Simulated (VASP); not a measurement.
# TiGe4 (Pm-3m) in VASP: notebook

The runs below take TiGe4 through single point, relaxation of cell and atoms, with PBE.

All numbers are computed with VASP 6.6.1; they aren't measurements. Logs are shortened: lines on timing, memory, paths and dates and some standing lists are left out, and cuts for length are marked.

## (1) The cell of the first run

Symmetry: Pm-3m, No. 221, cubic system. Conventional cell: a = 3.794 Å, b = 3.794 Å, c = 3.794 Å, α = 90.00°, β = 90.00°, γ = 90.00°. Within 2.5 Å of Ti (site symmetry m-3m) lie 6 Ge at 1.90 Å. Ge (site symmetry 4/mmm) has 2 Ti at 1.90 Å within 2.5 Å. Within 3.5 Å of Ge (site symmetry m-3m) lie 12 Ge at 2.68 Å and 8 Ti at 3.29 Å.

The cell was built from a structure type or drawn by symmetry, and may not be a known phase.

## (2) Single point, PBE

INCAR reads:

```
SYSTEM = TiGe4
PREC = Accurate
ENCUT = 520
EDIFF = 1E-6
ISMEAR = 0
SIGMA = 0.1
LREAL = .FALSE.
LASPH = .TRUE.
NELM = 100
ALGO = Normal
ISIF = 2
LWAVE = .FALSE.
LCHARG = .FALSE.
GGA = PE
NBANDS = 42
```

KPOINTS reads:

```
regular mesh
0
G
  4 4 4
  0 0 0
```

POSCAR reads:

```
TiGe4
1.0
    3.7942005700      0.0000000000      0.0000000000
    0.0000000000      3.7942005700      0.0000000000
    0.0000000000      0.0000000000      3.7942005700
Ti Ge
1 4
Direct
    0.0000000000      0.0000000000      0.0000000000
    0.5000000000      0.0000000000      0.0000000000
    0.0000000000      0.5000000000      0.0000000000
    0.0000000000      0.0000000000      0.5000000000
    0.5000000000      0.5000000000      0.5000000000
```

Potentials or basis: VASP PAW PBE potentials, release 64 (Ti_sv, Ge_d).

Launch:

```console
$ cat potpaw_PBE.64/Ti_sv/POTCAR potpaw_PBE.64/Ge_d/POTCAR > POTCAR
$ mpirun -np 1 vasp_std > vasp.out
```

OUTCAR:

```text
SYSTEM = TiGe4
   PREC = Accurate
   ENCUT = 520
   EDIFF = 1E-6
   ISMEAR = 0
   LREAL = .FALSE.
   LASPH = .TRUE.
   NELM = 100
   ISIF = 2
   GGA = PE

 ion  position               nearest neighbor table
   1  0.000  0.000  0.000-   2 1.90   3 1.90   4 1.90   4 1.90   3 1.90   2 1.90
   2  0.500  0.000  0.000-   1 1.90   1 1.90   4 2.68   5 2.68   4 2.68   5 2.68   3 2.68   5 2.68
                             5 2.68   3 2.68   3 2.68   4 2.68   4 2.68   3 2.68
   3  0.000  0.500  0.000-   1 1.90   1 1.90   4 2.68   5 2.68   4 2.68   5 2.68   2 2.68   2 2.68
                             4 2.68   4 2.68   2 2.68   5 2.68   5 2.68   2 2.68
   4  0.000  0.000  0.500-   1 1.90   1 1.90   3 2.68   5 2.68   2 2.68   2 2.68   3 2.68   3 2.68
                             5 2.68   3 2.68   2 2.68   5 2.68   2 2.68   5 2.68
   5  0.500  0.500  0.500-   2 2.68   3 2.68   4 2.68   2 2.68   3 2.68   2 2.68   4 2.68   2 2.68
                             3 2.68   4 2.68   3 2.68   4 2.68

  LATTYP: Found a simple cubic cell.
 ALAT       =     3.7942005700

  Lattice vectors:

 A1 = (   3.7942005700,   0.0000000000,   0.0000000000)
 A2 = (   0.0000000000,   3.7942005700,   0.0000000000)
 A3 = (   0.0000000000,   0.0000000000,   3.7942005700)

Analysis of symmetry for initial positions (statically):
=====================================================================
 Subroutine PRICEL returns:
 Original cell was already a primitive cell.

 Routine SETGRP: Setting up the symmetry group for a
 simple cubic supercell.

 Subroutine GETGRP returns: Found 48 space group operations
 (whereof 48 operations were pure point group operations)
 out of a pool of 48 trial point group operations.

The static configuration has the point symmetry O_h .

Analysis of symmetry for dynamics (positions and initial velocities):
=====================================================================
 Subroutine PRICEL returns:
 Original cell was already a primitive cell.

 Routine SETGRP: Setting up the symmetry group for a
 simple cubic supercell.

 Subroutine GETGRP returns: Found 48 space group operations
 (whereof 48 operations were pure point group operations)
 out of a pool of 48 trial point group operations.

The dynamic configuration has the point symmetry O_h .

 Subroutine INISYM returns: Found 48 space group operations
 (whereof 48 operations are pure point group operations),
 and found     1 'primitive' translations
[... 85 lines left out ...]
   NELM   =    100;   NELMIN=  2; NELMDL= -5     # of ELM steps
   EDIFF  = 0.1E-05   stopping-criterion for ELM
   LREAL  =      F    real-space projection
   EDIFFG = 0.1E-04   stopping-criterion for IOM
   NSW    =      0    number of steps for IOM
   IBRION =     -1    ionic relax: 0-MD 1-quasi-New 2-CG
   NFREE  =      0    steps in history (QN), initial steepest desc. (CG)
   ISIF   =      2    stress and relaxation
   ISYM   =      2    0-nonsym 1-usesym 2-fastsym
   POTIM  = 0.5000    time-step for ionic-motion
   TEBEG  =    0.0;   TEEND  =   0.0 temperature during run
   PSTRESS=    0.0 pullay stress
   NELECT =      68.0000    total number of electrons
   NUPDOWN=      -1.0000    fix difference up-down
   EMIN   =  10.00;   EMAX   =-10.00  energy-range for DOS
   EFERMI =   0.00;   METHOD = LEGACY
   ISMEAR =     0;   SIGMA  =   0.10  broadening in eV -4-tet -1-fermi 0-gaus
   EFERMI_NEDOS =   21; number of points for ismear=-14 and -15
   IALGO  =     38    algorithm
   IMIX   =      4    mixing-type and parameters
     AMIX     =   0.40;   BMIX     =  1.00
     AMIX_MAG =   1.60;   BMIX_MAG =  1.00
  volume/ion in A,a.u.               =      10.92        73.72
  Fermi-wavevector in a.u.,A,eV,Ry     =   1.761128  3.328049 42.199433  3.101571
  Thomas-Fermi vector in A             =   2.829758
   LORBIT       =      0    0 simple, 1 ext, 2 COOP (PROOUT), +10 PAW based schemes
   GGA     = PE    functional components
   LHFCALC =     F    Hartree Fock is set to
   AEXX    =    0.0000 exact exchange contribution
   IVDW    =     0    specifies the selected vdW correction
   LEPSILON=     F    determine dielectric tensor
   LRPA    =     F    only Hartree local field effects (RPA)
 non-spin polarized calculation
 Gauss-broadening in eV      SIGMA  =   0.10
  energy-cutoff  :      520.00
  volume of cell :       54.62
 maximum number of plane-waves:      1492
   NGX = 15   NGY = 15   NGZ = 15

 number of electron      67.9999882 magnetization

 Free energy of the ion-electron system (eV)
  ---------------------------------------------------
  ext. energy  EPLUGINS =         0.00000000
  ---------------------------------------------------
  free energy    TOTEN  =        -2.96676990 eV

  energy without entropy =       -2.95830662  energy(sigma->0) =       -2.96253826

 E-fermi :  13.9062     XC(G=0): -14.0540

 val. band max:       13.8583340852   @ k =   0.5000   0.2500   0.0000
 cond. band min:      14.3909916430   @ k =   0.5000   0.2500   0.0000
 fundamental gap:      0.5326575578
 Fermi energy:        13.9061532394

 k-point     1 :       0.0000    0.0000    0.0000
  band No.  band energies     occupation
      1     -41.4598      2.00000
      2     -18.4244      2.00000
      3     -18.4244      2.00000
      4     -18.4244      2.00000
      5     -11.8510      2.00000
      6     -11.8510      2.00000
[... 439 lines left out ...]
     41      24.7764      0.00000
     42      24.7764      0.00000

------------------------ aborting loop because EDIFF is reached ----------------------------------------

  FORCE on cell =-STRESS in cart. coord.  units (eV):
  Direction    XX          YY          ZZ          XY          YZ          ZX
  --------------------------------------------------------------------------------------
  -------------------------------------------------------------------------------------
  Total       67.9518911     67.9518911     67.9518911     -0.0000000     -0.0000000      0.0000000
  in kB     1993.2018215   1993.2018215   1993.2018215     -0.0000000     -0.0000000      0.0000000
  external PRESSURE =    1993.2018215 kB  Pullay stress =       0.0000000 kB

 VOLUME and BASIS-vectors are now :
 -----------------------------------------------------------------------------
  energy-cutoff  :      520.00
  volume of cell :       54.62
      direct lattice vectors                 reciprocal lattice vectors
     3.794200570  0.000000000  0.000000000     0.263560131  0.000000000  0.000000000
     0.000000000  3.794200570  0.000000000     0.000000000  0.263560131  0.000000000
     0.000000000  0.000000000  3.794200570     0.000000000  0.000000000  0.263560131

 POSITION                                       TOTAL-FORCE (eV/Angst)
 -----------------------------------------------------------------------------------
      0.00000      0.00000      0.00000         0.000000      0.000000      0.000000
      1.89710      0.00000      0.00000         0.000000      0.000000      0.000000
      0.00000      1.89710      0.00000         0.000000      0.000000      0.000000
      0.00000      0.00000      1.89710         0.000000      0.000000      0.000000
      1.89710      1.89710      1.89710         0.000000      0.000000      0.000000
 -----------------------------------------------------------------------------------
    total drift:                                0.000000      0.000000     -0.000000

  FREE ENERGIE OF THE ION-ELECTRON SYSTEM (eV)
  ---------------------------------------------------
  free  energy   TOTEN  =        -2.9667699033 eV

  energy  without entropy=       -2.9583066249  energy(sigma->0) =       -2.96253826
```

It took 44 s on 1 thread of Intel Xeon 8259CL, shared host; peak memory 0.16 GiB.

Results:

* Free energy: -2.9668 eV
* Pressure: 199.3 GPa
* Band gap on the k mesh: zero (bands 34 and 35 overlap by 0.97 eV)

Caveat: the k points lie up to 0.41 Å⁻¹ apart, too coarse for converged energies and pressures of a metal.

## (3) Single point, PBE

This run uses another cell than the first one, of 23.69 Å³/atom.

INCAR reads:

```
SYSTEM = TiGe4
ALGO     = Normal         ! electronic algorithm
EDIFF    = 1E-6           ! SCF threshold, eV
ENCUT    = 520            ! plane-wave cutoff, eV
GGA      = PE             ! functional
ISIF     = 2              ! what is computed and relaxed
ISMEAR   = 0              ! smearing method
LASPH    = .True.         ! aspherical terms in the spheres
LCHARG   = .False.        ! write CHGCAR
LREAL    = .False.        ! projectors in reciprocal space
LWAVE    = .False.        ! write WAVECAR
NBANDS   = 42             ! bands
NELM     = 80             ! most SCF steps
PREC     = Accurate       ! precision mode
SIGMA    = 0.1            ! smearing width, eV
```

KPOINTS reads:

```
k-points
0
Gamma
  4 4 4
  0 0 0
```

POSCAR: that of step 2 with these lines changed.

```diff
@@ -2,5 +2,5 @@
 1.0
-    3.7942005700      0.0000000000      0.0000000000
-    0.0000000000      3.7942005700      0.0000000000
-    0.0000000000      0.0000000000      3.7942005700
+    4.9108747917      0.0000000000      0.0000000000
+    0.0000000000      4.9108747917      0.0000000000
+    0.0000000000      0.0000000000      4.9108747917
 Ti Ge
```

Potentials or basis: VASP PAW PBE potentials, release 64 (Ti_sv, Ge_d).

Launch:

```console
$ cat potpaw_PBE.64/Ti_sv/POTCAR potpaw_PBE.64/Ge_d/POTCAR > POTCAR
$ mpirun -np 1 vasp_std > vasp.out
```

Wall time 62 s (1 thread of Intel Xeon 8259CL, shared host); peak memory 0.25 GiB.

Results (log left out):

```yaml
Free_energy: -23.6008 eV
Pressure: 0.0 GPa
Band_gap_on_the_k_mesh: zero (bands 34 and 35 overlap by 1.81 eV)
```

Levels at points of the mesh, in eV from the Fermi level:
```csv
k point,band 31,band 32,band 33,band 34,band 35,band 36,band 37,band 38
"(0.00, 0.00, 0.00)",-2.97,0.64,0.64,0.64,1.25,1.25,1.25,1.62
"(0.50, 0.00, 0.00)",-1.99,-1.58,-1.58,0.13,0.29,0.70,1.20,1.26
"(0.50, 0.50, 0.00)",-1.40,-1.24,-1.24,-1.17,-1.17,-0.34,-0.06,2.82
"(0.50, 0.50, 0.50)",-3.99,-3.99,-1.37,-1.37,1.40,1.40,1.40,4.16
```

## (4) Relaxation of cell and atoms, PBE

INCAR reads:

```
SYSTEM = TiGe4
PREC = Accurate ; ENCUT = 600
EDIFF = 1E-7 ; ISMEAR = 0
SIGMA = 0.1 ; LREAL = .FALSE.
LASPH = .TRUE. ; NELM = 100
ALGO = Normal ; ISIF = 3
LWAVE = .FALSE. ; LCHARG = .FALSE.
GGA = PE ; IBRION = 2
NSW = 90 ; EDIFFG = -0.04
```

KPOINTS reads:

```
regular mesh
0
G
  4 4 4
  0 0 0
```

POSCAR: that of step 3 with these lines changed.

```diff
@@ -2,5 +2,5 @@
 1.0
-    4.9108747917      0.0000000000      0.0000000000
-    0.0000000000      4.9108747917      0.0000000000
-    0.0000000000      0.0000000000      4.9108747917
+    3.7942005700      0.0000000000      0.0000000000
+    0.0000000000      3.7942005700      0.0000000000
+    0.0000000000      0.0000000000      3.7942005700
 Ti Ge
```

Launch:

```console
$ cat potpaw_PBE.64/Ti_sv/POTCAR potpaw_PBE.64/Ge_d/POTCAR > POTCAR
$ mpirun -np 1 vasp_std > vasp.out
```

Wall time 5.8 min (1 thread of Intel Xeon 8259CL, shared host); peak memory 0.18 GiB.

Results (log left out):

```yaml
Free_energy: -23.4785 eV
Relaxed_volume: 23.60 Å³/atom
Relaxed_cell: a = 4.905 Å, b = 4.905 Å, c = 4.905 Å, α = 90.00°, β = 90.00°, γ = 90.00°
Space_group_after_relaxing_to_0.1_Å: Pm-3m (No. 221)
Energy_gained_by_relaxing: 4102.2 meV/atom
Ionic_steps: 7
Pressure_after_relaxing: 0.0 GPa
Band_gap_on_the_k_mesh: zero (bands 34 and 35 overlap by 1.81 eV)
```

Step by step:
| step | energy change (eV) | largest force (eV/Å) | pressure (GPa) | volume (Å³) |
| --- | --- | --- | --- | --- |
| 1 | 0.0000 | 0.0000 | 199.17 | 54.62 |
| 2 | -7.7767 | 0.0000 | -35.24 | 247.67 |
| 3 | -20.2802 | 0.0000 | -4.91 | 131.84 |
| 4 | -20.4231 | 0.0000 | -3.24 | 126.26 |
| 5 | -20.5104 | 0.0000 | 0.31 | 117.37 |
| 6 | -20.5098 | 0.0000 | -0.42 | 118.96 |
| 7 | -20.5111 | 0.0000 | 0.02 | 118.01 |

Final structure:
```
Ti Ge
1.0
     4.90494    0.00000    0.00000
     0.00000    4.90494    0.00000
     0.00000    0.00000    4.90494
Ti Ge
1 4
Direct
  0.00000 0.00000 0.00000
  0.50000 0.00000 0.00000
  0.00000 0.50000 0.00000
  0.00000 0.00000 0.50000
  0.50000 0.50000 0.50000
```

Levels at points of the mesh, in eV from the Fermi level:
| k point | band 32 | band 33 | band 34 | band 35 | band 36 | band 37 |
| --- | --- | --- | --- | --- | --- | --- |
| (0.00, 0.00, 0.00) | 0.63 | 0.63 | 0.63 | 1.25 | 1.25 | 1.25 |
| (0.50, 0.00, 0.00) | -1.59 | -1.59 | 0.12 | 0.30 | 0.70 | 1.21 |
| (0.50, 0.50, 0.00) | -1.24 | -1.24 | -1.18 | -1.18 | -0.34 | -0.06 |
| (0.50, 0.50, 0.50) | -4.01 | -1.38 | -1.38 | 1.40 | 1.40 | 1.40 |

Caveat: the k points lie up to 0.32 Å⁻¹ apart in the final cell, too coarse for converged energies and pressures of a metal; the volume moved by over 15 % at a fixed basis, so the end points are rough.

## (5) Single point, PBE

This run uses another cell than the first one, of 23.71 Å³/atom.

INCAR reads:

```
SYSTEM = TiGe4
  ALGO = Normal
  EDIFF = 1E-7
  ENCUT = 520
  GGA = PE
  ISIF = 2
  ISMEAR = 0
  LASPH = .TRUE.
  LCHARG = .FALSE.
  LREAL = .FALSE.
  LWAVE = .FALSE.
  NBANDS = 42
  NELM = 80
  PREC = Accurate
  SIGMA = 0.1
```

KPOINTS reads:

```
k-points
0
G
  8 8 8
  0 0 0
```

POSCAR: that of step 4 with these lines changed.

```diff
@@ -2,5 +2,5 @@
 1.0
-    3.7942005700      0.0000000000      0.0000000000
-    0.0000000000      3.7942005700      0.0000000000
-    0.0000000000      0.0000000000      3.7942005700
+    4.9124113952      0.0000000000      0.0000000000
+    0.0000000000      4.9124113952      0.0000000000
+    0.0000000000      0.0000000000      4.9124113952
 Ti Ge
```

Launch:

```console
$ cat potpaw_PBE.64/Ti_sv/POTCAR potpaw_PBE.64/Ge_d/POTCAR > POTCAR
$ mpirun -np 1 vasp_std > vasp.out
```

Run time: 3.4 min. Hardware: 1 thread of Intel Xeon 8259CL, shared host; peak memory 0.32 GiB.

It converged, with:

| Property | Result |
| --- | --- |
| Free energy | -23.6339 eV |
| Pressure | 0.0 GPa |
| Band gap on the k mesh | zero (bands 34 and 35 overlap by 1.81 eV) |

Levels at points of the mesh, in eV from the Fermi level:
```
           k point  band 32  band 33  band 34  band 35  band 36  band 37
(0.00, 0.00, 0.00)     0.67     0.67     0.67     1.30     1.30     1.30
(0.50, 0.00, 0.00)    -1.53    -1.53     0.17     0.35     0.73     1.24
(0.50, 0.50, 0.00)    -1.19    -1.19    -1.13    -1.13    -0.29     0.00
(0.50, 0.50, 0.50)    -3.94    -1.33    -1.33     1.43     1.43     1.43
```

## (6) Relaxation of cell and atoms, PBE

This run uses another cell than the first one, of 23.69 Å³/atom.

INCAR reads:

```
PREC = Accurate
ENCUT = 600
EDIFF = 1E-6
ISMEAR = 0
SIGMA = 0.1
LREAL = False
LASPH = True
NELM = 80
ALGO = Normal
ISIF = 3
LWAVE = False
LCHARG = False
GGA = PE
IBRION = 2
NSW = 100
EDIFFG = -0.01
```

KPOINTS reads:

```
Automatic mesh
0
Gamma
  8 8 8
```

POSCAR: that of step 5 with these lines changed.

```diff
@@ -2,5 +2,5 @@
 1.0
-    4.9124113952      0.0000000000      0.0000000000
-    0.0000000000      4.9124113952      0.0000000000
-    0.0000000000      0.0000000000      4.9124113952
+    4.9108747917      0.0000000000      0.0000000000
+    0.0000000000      4.9108747917      0.0000000000
+    0.0000000000      0.0000000000      4.9108747917
 Ti Ge
```

Potentials or basis: VASP PAW PBE potentials, release 64 (Ti_sv, Ge_d).

Launch:

```console
$ cat potpaw_PBE.64/Ti_sv/POTCAR potpaw_PBE.64/Ge_d/POTCAR > POTCAR
$ mpirun -np 1 vasp_std > vasp.out
```

Run time: 2.8 min. Hardware: 1 thread of Intel Xeon 8259CL, shared host; peak memory 0.34 GiB.

The run converged. Its results:

* Free energy: -23.6341 eV
* Pressure after relaxing: 0.0 GPa
* Band gap on the k mesh: zero (bands 34 and 35 overlap by 1.81 eV)

Final structure:
```cif
data_structure
_symmetry_space_group_name_H-M 'P 1'
_symmetry_Int_Tables_number 1
_cell_length_a 4.9109
_cell_length_b 4.9109
_cell_length_c 4.9109
_cell_angle_alpha 90.000
_cell_angle_beta 90.000
_cell_angle_gamma 90.000
_cell_volume 118.43
loop_
_atom_site_label
_atom_site_type_symbol
_atom_site_fract_x
_atom_site_fract_y
_atom_site_fract_z
_atom_site_occupancy
Ti1 Ti 0.00000 0.00000 0.00000 1
Ge1 Ge 0.50000 0.00000 0.00000 1
Ge2 Ge 0.00000 0.50000 0.00000 1
Ge3 Ge 0.00000 0.00000 0.50000 1
Ge4 Ge 0.50000 0.50000 0.50000 1
```

Levels at points of the mesh, in eV from the Fermi level:
| k point | band 31 | band 32 | band 33 | band 34 | band 35 | band 36 | band 37 | band 38 |
| --- | --- | --- | --- | --- | --- | --- | --- | --- |
| (0.00, 0.00, 0.00) | -2.92 | 0.67 | 0.67 | 0.67 | 1.30 | 1.30 | 1.30 | 1.66 |
| (0.50, 0.00, 0.00) | -1.94 | -1.53 | -1.53 | 0.17 | 0.35 | 0.73 | 1.24 | 1.30 |
| (0.50, 0.50, 0.00) | -1.36 | -1.19 | -1.19 | -1.13 | -1.13 | -0.29 | 0.00 | 2.85 |
| (0.50, 0.50, 0.50) | -3.94 | -3.94 | -1.33 | -1.33 | 1.43 | 1.43 | 1.43 | 4.20 |

Caveat: the relaxation stopped at its first step, so nothing moved.

## (7) The runs side by side

| task | cell | k mesh | cutoff (eV) | gap on the mesh (eV) | pressure (GPa) |
| --- | --- | --- | --- | --- | --- |
| single point | a = 3.794 Å, 5 atoms | 4 × 4 × 4 | 520 | none | 199.3 |
| single point | a = 4.911 Å, 5 atoms | 4 × 4 × 4 | 520 | none | 0.0 |
| relaxation of cell and atoms | relaxed from a = 3.794 Å, 5 atoms | 4 × 4 × 4 | 600 | none | 0.0 |
| single point | a = 4.912 Å, 5 atoms | 8 × 8 × 8 | 520 | none | 0.0 |
| relaxation of cell and atoms | relaxed from a = 4.911 Å, 5 atoms | 8 × 8 × 8 | 600 | none | 0.0 |

Alike in all rows: level PBE; potentials or basis VASP PAW PBE potentials, release 64 (Ti_sv, Ge_d); no spin polarisation; smearing gaussian 0.1 eV.

Caveats: some runs use coarse meshes; the volume moved by over 15 % at a fixed basis, so the end points are rough (at least some runs); the relaxation stopped at its first step, so nothing moved (at least some runs).

Absolute energies hang on the potentials; compare differences alone.
